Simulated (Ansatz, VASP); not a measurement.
## Zn4W: VASP beside Ansatz

```
Zn W
1.0
    -2.98598    2.98598    2.98598
     2.98598   -2.98598    2.98598
     2.98598    2.98598   -2.98598
Zn W
4 1
Direct
  0.00000 0.00000 0.50000
  0.50000 0.00000 0.00000
  0.00000 0.50000 0.00000
  0.50000 0.50000 0.50000
  0.00000 0.00000 0.00000
```

Change from the starting cell: species swapped into the Hg4Pt type (Im-3m, No. 229).

Alike in both runs: functional PBE; k mesh 4 × 4 × 4; occupations gaussian, width 0.1 eV; no spin polarisation.

Ansatz relaxed the structure, and its values are those at the end. VASP's run is a single point on that final structure, the one shown.

|  | VASP | Ansatz |
| --- | --- | --- |
| version | VASP 6.6.1 | Ansatz 0.2.0 |
| potentials or method | VASP PAW PBE potentials, release 64 (Zn, W_sv), cutoff 520 eV | scalar-relativistic, plane waves, PAW |
| valence electrons in the cell | 62 | 62 |

Ansatz gave:

| Quantity | Value |
| --- | --- |
| gap on the k mesh at the Fermi level (eV) | none |
| pressure (GPa) | 0.2 |

Question: What did VASP give for the same quantities?

Answer: gap on the k mesh at the Fermi level (eV): none; pressure (GPa): 0.4.

A gap of «none» marks a metal or a gap that the smearing closes.

The k mesh is coarse, so the values compare programs but aren't converged. Spin-orbit coupling is off throughout.
